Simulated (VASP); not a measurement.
Write the native input for VASP 6.6.1 that does the following.

```yaml
Task: single point
Functional: r2SCANh
Potentials_or_basis: VASP PAW PBE potentials, release 64 (Al)
Cutoff: 520 eV
k_mesh: 4 × 4 × 5
Occupations: fermi-dirac, width 0.05 eV
Spin: no spin polarisation
Dipole_correction: no
Grid_for_exact_exchange_PRECFOCK: Normal
Further_INCAR_settings: ALGO = Normal; EDIFF = 1e-06; NBANDS = 10
Share_of_exact_exchange: 0.1
```

Crystal: Al.

```xyz
2
Lattice="4.5467 0.0000 0.0000 -2.2734 3.9376 0.0000 0.0000 0.0000 2.7539" Properties=species:S:1:pos:R:3 pbc="T T T"
Al    0.0000    2.6251    1.3770
Al    2.2734    1.3125    1.3770
```

This isn't the form of Al at room conditions, which is fcc.

One way to write it, as run:

POSCAR

```
Al
1.0
    4.5467300000      0.0000000000      0.0000000000
   -2.2733700000      3.9375800000      0.0000000000
    0.0000000000      0.0000000000      2.7539300000
Al
2
Direct
    0.3333300000      0.6666700000      0.5000000000
    0.6666700000      0.3333300000      0.5000000000
```

INCAR.step1

```
SYSTEM = Al
  ALGO = Normal
  EDIFF = 1E-5
  ENCUT = 520
  GGA = PE
  ISIF = 2
  ISMEAR = -1
  LASPH = .True.
  LCHARG = .False.
  LREAL = .False.
  LWAVE = .True.
  NBANDS = 10
  NELM = 100
  PREC = Accurate
  SIGMA = 0.05
```

INCAR.step2

```
SYSTEM = Al
  AEXX = 0.1
  ALGO = Normal
  EDIFF = 1E-6
  ENCUT = 520
  ISIF = 2
  ISMEAR = -1
  ISTART = 1
  LASPH = .True.
  LCHARG = .False.
  LHFCALC = .True.
  LMIXTAU = .True.
  LREAL = .False.
  LWAVE = .False.
  METAGGA = R2SCAN
  NBANDS = 10
  NELM = 100
  PREC = Accurate
  PRECFOCK = Normal
  SIGMA = 0.05
```

KPOINTS

```
k-points
0
Gamma
  4 4 5
  0 0 0
```

Potentials or basis: VASP PAW PBE potentials, release 64 (Al).

Run with:

```console
$ cat potpaw_PBE.64/Al/POTCAR > POTCAR
$ cp INCAR.step1 INCAR
$ mpirun -np 1 vasp_std > vasp.out
$ cp INCAR.step2 INCAR
$ mpirun -np 1 vasp_std > vasp.out
```

Results of the run:

```
Pressure               : -0.3 GPa
Band gap on the k mesh : zero (bands 3 and 4 overlap by 2.40 eV)
```

Caveat: the k points lie up to 0.46 Å⁻¹ apart, too coarse for converged energies and pressures of a metal; the PAW data sets were made with another functional, which shifts forces and pressure a little.

It took 15 min on 1 thread of Intel Xeon 8259CL, with other jobs on the host, peak memory 0.18 GiB.
